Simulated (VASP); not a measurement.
# Cu (I4/mmm) in VASP: a series of runs

Aim: see how the results for Cu move with the level of theory and the settings. Levels: LDA, BLYP+D3(BJ). Tasks: single point.

Program: VASP 6.6.1. These are calculated values, not measurements. Logs are shortened: lines on timing, memory, paths and dates and some standing lists are left out, and cuts for length are marked.

**1. The cell of the first run**

Symmetry: I4/mmm, No. 139, tetragonal system. Conventional cell: a = 2.889 Å, b = 2.889 Å, c = 2.620 Å, α = 90.00°, β = 90.00°, γ = 90.00°. Within 3.2 Å of Cu (site symmetry 4/mmm) lie 14 Cu at 2.43 to 2.89 Å.

**2. Single point, LDA**

Input file INCAR:

```
  PREC = Accurate
  ENCUT = 520
  EDIFF = 1E-7
  ISMEAR = 1
  SIGMA = 0.15
  LREAL = False
  LASPH = True
  NELM = 100
  ALGO = Normal
  ISIF = 2
  LWAVE = False
  LCHARG = True
  GGA = CA
  LELF = True
  LVHAR = True
  NBANDS = 12
```

Input file KPOINTS:

```
regular mesh
0
Gamma
  16 16 16
```

Input file POSCAR:

```
Cu
1.0
   -1.4444710557      1.4444710557      1.3097913815
    1.4444710557     -1.4444710557      1.3097913815
    1.4444710557      1.4444710557     -1.3097913815
Cu
1
Direct
    0.0000000000      0.0000000000      0.0000000000
```

Potentials or basis: VASP PAW LDA potentials, release 64 (Cu).

The run is started by

```bash
$ cat potpaw_LDA.64/Cu/POTCAR > POTCAR
$ mpirun -np 1 vasp_std > vasp.out
```

OUTCAR:

```text
PREC = Accurate
   ENCUT = 520
   EDIFF = 1E-7
   ISMEAR = 1
   LREAL = False
   LASPH = True
   NELM = 100
   ISIF = 2
   GGA = CA

 ion  position               nearest neighbor table
   1  0.000  0.000  0.000-

  LATTYP: Found a body centered tetragonal cell.
 ALAT       =     2.8889421114
 C/A-ratio  =     0.9067619433

  Lattice vectors:

 A1 = (  -1.4444710557,   1.4444710557,   1.3097913815)
 A2 = (   1.4444710557,  -1.4444710557,   1.3097913815)
 A3 = (   1.4444710557,   1.4444710557,  -1.3097913815)

Analysis of symmetry for initial positions (statically):
=====================================================================
 Subroutine PRICEL returns:
 Original cell was already a primitive cell.

 Routine SETGRP: Setting up the symmetry group for a
 body centered tetragonal supercell.

 Subroutine GETGRP returns: Found 16 space group operations
 (whereof 16 operations were pure point group operations)
 out of a pool of 16 trial point group operations.

The static configuration has the point symmetry D_4h.

Analysis of symmetry for dynamics (positions and initial velocities):
=====================================================================
 Subroutine PRICEL returns:
 Original cell was already a primitive cell.

 Routine SETGRP: Setting up the symmetry group for a
 body centered tetragonal supercell.

 Subroutine GETGRP returns: Found 16 space group operations
 (whereof 16 operations were pure point group operations)
 out of a pool of 16 trial point group operations.

The dynamic configuration has the point symmetry D_4h.

 Subroutine INISYM returns: Found 16 space group operations
 (whereof 16 operations are pure point group operations),
 and found     1 'primitive' translations

----------------------------------------------------------------------------------------

                                     Primitive cell

  volume of cell :      10.9315

  direct lattice vectors                    reciprocal lattice vectors
    -1.444471056  1.444471056  1.309791381     0.000000000  0.346147469  0.381740182
     1.444471056 -1.444471056  1.309791381     0.346147469  0.000000000  0.381740182
     1.444471056  1.444471056 -1.309791381     0.346147469  0.346147469  0.000000000

  length of vectors
     2.426632796  2.426632796  2.426632796     0.515309263  0.515309263  0.489526445

  position of ions in fractional coordinates (direct lattice)
     0.000000000  0.000000000  0.000000000

  ion indices of the primitive-cell ions
   primitive index   ion index
                 1           1

----------------------------------------------------------------------------------------

 KPOINTS: regular mesh

Automatic generation of k-mesh.
 Grid dimensions read from file:
 generate k-points for:   16   16   16

 Generating k-lattice:

  Cartesian coordinates                     Fractional coordinates (reciprocal lattice)
     0.000000000  0.021634217  0.023858761     0.062500000  0.000000000  0.000000000
     0.021634217  0.000000000  0.023858761     0.000000000  0.062500000  0.000000000
     0.021634217  0.021634217  0.000000000     0.000000000  0.000000000  0.062500000

  Length of vectors
     0.032206829  0.032206829  0.030595403

  Shift w.r.t. Gamma in fractional coordinates (k-lattice)
     0.000000000  0.000000000  0.000000000

 Subroutine IBZKPT returns following result:
 ===========================================

 Found    349 irreducible k-points:

 Following reciprocal coordinates:
            Coordinates               Weight
  0.000000  0.000000  0.000000      1.000000
  0.062500 -0.000000  0.000000      8.000000
  0.125000 -0.000000  0.000000      8.000000
  0.187500  0.000000  0.000000      8.000000
  0.250000 -0.000000  0.000000      8.000000
  0.312500 -0.000000  0.000000      8.000000
[... 16 lines left out ...]
 -0.125000  0.062500 -0.000000     16.000000
 -0.062500  0.062500  0.000000      4.000000
 [... further k-points ...]
   k-points           NKPTS =    349   k-points in BZ     NKDIM =    349   number of bands    NBANDS=     12
   number of dos      NEDOS =    301   number of ions     NIONS =      1
   total plane-waves  NPLWV =   5832
   dimension x,y,z NGX =    18 NGY =   18 NGZ =   18
   dimension x,y,z NGXF=    36 NGYF=   36 NGZF=   36
   ions per type =               1
   NGX,Y,Z   is equivalent  to a cutoff of  12.33, 12.33, 12.33 a.u.
   NGXF,Y,Z  is equivalent  to a cutoff of  24.66, 24.66, 24.66 a.u.
 SYSTEM =  unknown system
   PREC   = accura    normal or accurate (medium, high low for compatibility)
   ISTART =      0    job   : 0-new  1-cont  2-samecut
   ICHARG =      2    charge: 1-file 2-atom 10-const
   ISPIN  =      1    spin polarized calculation?
   LNONCOLLINEAR =      F non collinear calculations
   LSORBIT =      F    spin-orbit coupling
   LASPH  =      T    aspherical Exc in radial PAW
   ENCUT  =  520.0 eV  38.22 Ry    6.18 a.u.   4.51  4.51  4.51*2*pi/ulx,y,z
   NELM   =    100;   NELMIN=  2; NELMDL= -5     # of ELM steps
   EDIFF  = 0.1E-06   stopping-criterion for ELM
   LREAL  =      F    real-space projection
   EDIFFG = 0.1E-05   stopping-criterion for IOM
   NSW    =      0    number of steps for IOM
   IBRION =     -1    ionic relax: 0-MD 1-quasi-New 2-CG
   NFREE  =      0    steps in history (QN), initial steepest desc. (CG)
   ISIF   =      2    stress and relaxation
   ISYM   =      2    0-nonsym 1-usesym 2-fastsym
   POTIM  = 0.5000    time-step for ionic-motion
   TEBEG  =    0.0;   TEEND  =   0.0 temperature during run
   PSTRESS=    0.0 pullay stress
   NELECT =      11.0000    total number of electrons
   NUPDOWN=      -1.0000    fix difference up-down
   EMIN   =  10.00;   EMAX   =-10.00  energy-range for DOS
   EFERMI =   0.00;   METHOD = LEGACY
   ISMEAR =     1;   SIGMA  =   0.15  broadening in eV -4-tet -1-fermi 0-gaus
   EFERMI_NEDOS =   21; number of points for ismear=-14 and -15
   IALGO  =     38    algorithm
   IMIX   =      4    mixing-type and parameters
     AMIX     =   0.40;   BMIX     =  1.00
     AMIX_MAG =   1.60;   BMIX_MAG =  1.00
  volume/ion in A,a.u.               =      10.93        73.77
  Fermi-wavevector in a.u.,A,eV,Ry     =   1.640511  3.100116 36.617034  2.691276
  Thomas-Fermi vector in A             =   2.731137
   LORBIT       =      0    0 simple, 1 ext, 2 COOP (PROOUT), +10 PAW based schemes
   GGA     = CA    functional components
   LHFCALC =     F    Hartree Fock is set to
   AEXX    =    0.0000 exact exchange contribution
   IVDW    =     0    specifies the selected vdW correction
   LEPSILON=     F    determine dielectric tensor
   LRPA    =     F    only Hartree local field effects (RPA)
 non-spin polarized calculation
 Methfessel and Paxton  Order N= 1 SIGMA  =   0.15
  energy-cutoff  :      520.00
  volume of cell :       10.93
 maximum number of plane-waves:       308
   NGX =  9   NGY =  9   NGZ =  9

 number of electron      10.9999997 magnetization

 Free energy of the ion-electron system (eV)
  ---------------------------------------------------
  ext. energy  EPLUGINS =         0.00000000
  ---------------------------------------------------
  free energy    TOTEN  =        -4.66372880 eV

  energy without entropy =       -4.66330691  energy(sigma->0) =       -4.66358817

 E-fermi :   8.3658     XC(G=0): -13.5615

 val. band max:        8.3301896365   @ k =  -0.3750   0.3750   0.2500
 cond. band min:       8.3678822719   @ k =   0.5000   0.1875   0.1250
 fundamental gap:      0.0376926354
 Fermi energy:         8.3658496378

 k-point     1 :       0.0000    0.0000    0.0000
  band No.  band energies     occupation
      1      -1.5983      2.00000
      2       4.6616      2.00000
      3       5.1138      2.00000
      4       5.1138      2.00000
      5       5.7894      2.00000
      6       6.2826      2.00000
      7      32.9898      0.00000
      8      32.9898      0.00000
      9      35.9737      0.00000
     10      37.3056      0.00000
     11      37.5528      0.00000
     12      38.2468      0.00000

 k-point     2 :       0.0625   -0.0000    0.0000
  band No.  band energies     occupation
      1      -1.4329      2.00000
      2       4.6803      2.00000
      3       5.1046      2.00000
      4       5.1238      2.00000
      5       5.7993      2.00000
      6       6.2550      2.00000
      7      32.3459      0.00000
      8      32.5488      0.00000
      9      34.3896      0.00000
     10      36.3061      0.00000
     11      37.0299      0.00000
     12      37.3996      0.00000

 k-point     3 :       0.1250   -0.0000    0.0000
  band No.  band energies     occupation
      1      -0.9448      2.00000
      2       4.6736      2.00000
      3       5.0658      2.00000
      4       5.2172      2.00000
      5       5.8372      2.00000
      6       6.1892      2.00000
      7      30.2101      0.00000
      8      31.6065      0.00000
      9      31.8352      0.00000
     10      34.3958      0.00000
     11      35.7983      0.00000
     12      37.6494      0.00000

 k-point     4 :       0.1875    0.0000    0.0000
  band No.  band energies     occupation
      1      -0.1636      2.00000
      2       4.5720      2.00000
      3       4.9902      2.00000
      4       5.4621      2.00000
      5       5.9161      2.00000
      6       6.1225      2.00000
      7      26.8391      0.00000
      8      30.1187      0.00000
      9      30.4739      0.00000
     10      32.7088      0.00000
     11      34.7795      0.00000
     12      38.4280      0.00000

 k-point     5 :       0.2500   -0.0000    0.0000
  band No.  band energies     occupation
      1       0.8356      2.00000
      2       4.4133      2.00000
      3       4.9402      2.00000
      4       5.8128      2.00000
      5       6.0191      2.00000
      6       6.0945      2.00000
      7      23.3774      0.00000
      8      28.6518      0.00000
      9      29.1785      0.00000
     10      31.5154      0.00000
     11      34.0745      0.00000
     12      39.5047      0.00000
[... 228 lines left out ...]
      1       0.3709      2.00000
      2       4.4978      2.00000
      3       4.9142      2.00000
      4       5.6994      2.00000
      5       5.8900      2.00000
      6       6.1550      2.00000
      7      25.3101      0.00000
      8      27.1016      0.00000
      9      30.2334      0.00000
     10      32.5527      0.00000
     11      36.3253      0.00000
     12      39.4985      0.00000

 k-point    22 :      -0.1875    0.0625    0.0000
  band No.  band energies     occupation
      1      -0.5167      2.00000
      2       4.6241      2.00000
      3       5.0047      2.00000
      4       5.4185      2.00000
      5       5.7772      2.00000
      6       6.1957      2.00000
      7      28.0211      0.00000
      8      29.1876      0.00000
      9      31.9032      0.00000
     10      33.5435      0.00000
     11      37.3573      0.00000
     12      38.2674      0.00000

 k-point    23 :      -0.1250    0.0625   -0.0000
  band No.  band energies     occupation
      1      -1.1385      2.00000
      2       4.6749      2.00000
      3       5.0609      2.00000
      4       5.2499      2.00000
      5       5.7438      2.00000
      6       6.2446      2.00000
      7      29.5467      0.00000
      8      32.2211      0.00000
      9      33.5342      0.00000
     10      35.1412      0.00000
     11      37.2333      0.00000
     12      38.2906      0.00000

 k-point    24 :      -0.0625    0.0625    0.0000
  band No.  band energies     occupation
      1      -1.4494      2.00000
      2       4.6686      2.00000
      3       5.0901      2.00000
      4       5.1726      2.00000
      5       5.7585      2.00000
      6       6.2739      2.00000
      7      31.0545      0.00000
      8      33.0747      0.00000
      9      35.6328      0.00000
     10      36.6766      0.00000
     11      36.8292      0.00000
     12      38.2549      0.00000

 [... further k-points ...]
[... 5 lines left out ...]
  --------------------------------------------------------------------------------------
  -------------------------------------------------------------------------------------
  Total        0.0645371      0.0645371      0.0584741      0.0000000      0.0000000      0.0000000
  in kB        9.4588873      9.4588873      8.5702723      0.0000000      0.0000000      0.0000000
  external PRESSURE =       9.1626823 kB  Pullay stress =       0.0000000 kB

 VOLUME and BASIS-vectors are now :
 -----------------------------------------------------------------------------
  energy-cutoff  :      520.00
  volume of cell :       10.93
      direct lattice vectors                 reciprocal lattice vectors
    -1.444471056  1.444471056  1.309791381     0.000000000  0.346147469  0.381740182
     1.444471056 -1.444471056  1.309791381     0.346147469  0.000000000  0.381740182
     1.444471056  1.444471056 -1.309791381     0.346147469  0.346147469  0.000000000

 POSITION                                       TOTAL-FORCE (eV/Angst)
 -----------------------------------------------------------------------------------
      0.00000      0.00000      0.00000         0.000000     -0.000000      0.000000
 -----------------------------------------------------------------------------------
    total drift:                                0.000000      0.000000      0.000000

  FREE ENERGIE OF THE ION-ELECTRON SYSTEM (eV)
  ---------------------------------------------------
  free  energy   TOTEN  =        -4.6637288039 eV

  energy  without entropy=       -4.6633069110  energy(sigma->0) =       -4.66358817
```

It took 18 s on 1 thread of Intel Xeon 6975P-C (Granite Rapids), shared host; peak memory 0.15 GiB.

What came out:

* Free energy: -4.6637 eV
* Pressure: 0.9 GPa

**3. Single point, BLYP+D3(BJ)**

This run uses another cell than the first one, of 11.18 Å³/atom, 1.022 times its volume.

Input file INCAR:

```
SYSTEM = Cu
AGGAC = 1.0
AGGAX = 1.0
ALDAC = 0.0
ALDAX = 1.0
ALGO = Normal
EDIFF = 1E-6
ENCUT = 520
GGA = B5
ISIF = 2
ISMEAR = 1
IVDW = 12
LASPH = .True.
LCHARG = .False.
LREAL = .False.
LWAVE = .False.
NBANDS = 12
NELM = 100
PREC = Accurate
SIGMA = 0.15
VDW_A1 = 0.4298
VDW_A2 = 4.2359
VDW_S6 = 1.0
VDW_S8 = 2.6996
```

Input file KPOINTS:

```
k-points
0
Gamma
  16 16 16
  0 0 0
```

Input file POSCAR:

```
Cu
1.0
   -1.4584032613      1.4584032613      1.3136848580
    1.4584032613     -1.4584032613      1.3136848580
    1.4584032613      1.4584032613     -1.3136848580
Cu
1
Direct
    0.0000000000      0.0000000000      0.0000000000
```

Potentials or basis: VASP PAW PBE potentials, release 64 (Cu).

The run is started by

```bash
$ cat potpaw_PBE.64/Cu/POTCAR > POTCAR
$ mpirun -np 1 vasp_std > vasp.out
```

It took 17 s on 1 thread of Intel Xeon 6975P-C (Granite Rapids), shared host; peak memory 0.16 GiB.

Results (log left out):

| Property | Result |
| --- | --- |
| Free energy | -4.2418 eV |
| Pressure | 0.8 GPa |
| Dispersion energy per atom | -1.396 eV |

Levels at points of the mesh, in eV from the Fermi level:
```tsv
k point	band 2	band 3	band 4	band 5	band 6	band 7	band 8	band 9	band 10	band 11
(0.00, 0.00, 0.00)	-3.70	-3.24	-3.24	-2.63	-2.13	24.45	24.45	27.75	28.53	28.97
(0.50, 0.00, 0.00)	-4.35	-2.39	-1.97	-1.53	-0.28	5.05	17.12	17.24	21.48	24.54
(0.50, 0.50, 0.00)	-3.80	-2.72	-2.34	-1.57	-1.10	3.82	20.14	20.36	24.14	26.98
(0.50, 0.50, 0.50)	-5.02	-1.74	-1.74	-1.62	7.13	7.13	11.33	13.29	13.87	18.22
```

Caveat: the PAW data sets were made with another functional, which shifts forces and pressure a little; pairwise dispersion overbinds metals, which lowers pressure and volume.
